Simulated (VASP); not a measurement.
Si, 2 atoms in the cell. It takes space group I4_1/amd (No. 141, tetragonal). The conventional cell has a = 3.725 Å, b = 3.725 Å, c = 6.320 Å, α = 90.00°, β = 90.00°, γ = 90.00°. Within 3.2 Å of Si (site symmetry -4m2) lie 4 Si at 2.44 Å.  This cell differs from its parent crystal: volume 21.926 Å^3 an atom, c/a of the conventional cell 1.1996.

- Program: VASP 6.6.1
- Task: single point
- Functional: PBE
- Potentials or basis: VASP PAW PBE potentials, release 64 (Si)
- Cutoff: 520 eV
- k mesh: 10 × 10 × 10
- Occupations: gaussian, width 0.05 eV
- Spin: no spin polarisation
- Dipole correction: no
- Further INCAR settings: ALGO = Normal; EDIFF = 1e-06; NBANDS = 11

Potentials or basis: VASP PAW PBE potentials, release 64 (Si).

Launch:

```sh
$ cat potpaw_PBE.64/Si/POTCAR > POTCAR
$ mpirun -np 1 vasp_std > vasp.out
```

Hardware: 1 thread of Intel Xeon 8259CL, with other jobs on the host.

**Question.** How long does it take, and how much memory?

**Answer.** It took 57 s on 1 thread of Intel Xeon 8259CL, on a shared host, peak memory 0.19 GiB. Counts: scf iterations 12, k points 102.
